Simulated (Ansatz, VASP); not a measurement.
## B: VASP beside Ansatz

File POSCAR:

```
B
1.0
    2.7912484570      0.0000000000      0.0000000000
   -1.3956242285      2.4172920720      0.0000000000
    0.0000000000      0.0000000000      3.1667648111
B
3
Direct
    0.2254000000      0.0000000000      0.3333333333
    0.0000000000      0.2254000000      0.6666666667
    0.7746000000      0.7746000000      0.0000000000
```

INCAR.step1

```
SYSTEM = B
  PREC = Accurate
  ENCUT = 910
  ISMEAR = 0
  SIGMA = 0.1
  LREAL = .FALSE.
  LASPH = .TRUE.
  NELM = 120
  GGA = PE
  ALGO = Normal
  EDIFF = 1E-5
  LWAVE = .TRUE.
  LCHARG = .FALSE.
  GGA_COMPAT = .FALSE.
  IBRION = 2
  ISIF = 3
  EDIFFG = -0.005
  NELMIN = 4
  NSW = 100
```

INCAR.step2

```
SYSTEM = B
  PREC = Accurate
  ENCUT = 910
  EDIFF = 1E-7
  ISMEAR = 0
  SIGMA = 0.1
  LREAL = .FALSE.
  LASPH = .TRUE.
  NELM = 120
  ALGO = Normal
  ISIF = 3
  LWAVE = .FALSE.
  LCHARG = .FALSE.
  METAGGA = R2SCAN
  LMIXTAU = .TRUE.
  IBRION = 2
  NSW = 90
  EDIFFG = -0.04
  ISTART = 1
  GGA_COMPAT = .FALSE.
  NELMIN = 4
```

Contents of KPOINTS:

```
regular mesh
0
G
  9 9 6
  0 0 0
```

Input for Ansatz:

```yaml
crystal:
  lattice:
    - [2.791248457, 0.0, 0.0]
    - [-1.3956242285, 2.417292072, 0.0]
    - [0.0, 0.0, 3.1667648111]
  atoms:
    - { symbol: B, position: [0.2254, 0.0, 0.3333333333] }
    - { symbol: B, position: [0.0, 0.2254, 0.6666666667] }
    - { symbol: B, position: [0.7746, 0.7746, 0.0] }
basis:
  ecutwfc: 500
kpoints:
  mp_grid: { grid: [9, 9, 6] }
hamiltonian:
  xc: r2scan
scf:
  occupations: { method: gaussian, width: 0.1 }
  lower_state_search: "off"
output:
  forces: true
  stress: true
  eigenvalues: true
relax:
  adjacent_minimum: "off"
  f_tol: 0.04
  max_steps: 70
  cell: { stress_tol: 0.4 }
```

Alike in both runs: task relaxation of cell and atoms; functional r2SCAN; k mesh 9 × 9 × 6; occupations gaussian, width 0.1 eV; no spin polarisation.

```csv
,VASP,Ansatz
version,VASP 6.6.1,Ansatz 0.2.0
potentials or method,"VASP PAW PBE potentials, release 64 (B_h), cutoff 910 eV","scalar-relativistic, plane waves, PAW"
valence electrons in the cell,9,9
```

Ansatz gave:

| Quantity | Value |
| --- | --- |
| gap on the k mesh at the Fermi level, each at its own relaxed structure (eV) | none |
| relaxed volume (Å³/atom) | 6.69 |
| relaxed cell length with the largest relative difference (Å) | 3.356 |

Task: What did VASP give for the same quantities?

Result: gap on the k mesh at the Fermi level, each at its own relaxed structure (eV): none; relaxed volume (Å³/atom): 6.38; relaxed cell length with the largest relative difference (Å): 3.884.

VASP's potentials were made for PBE, not for r2SCAN. A gap of «none» marks a metal or a gap that the smearing closes. One of these differences is far larger than is usual between the two programs; its cause wasn't traced.
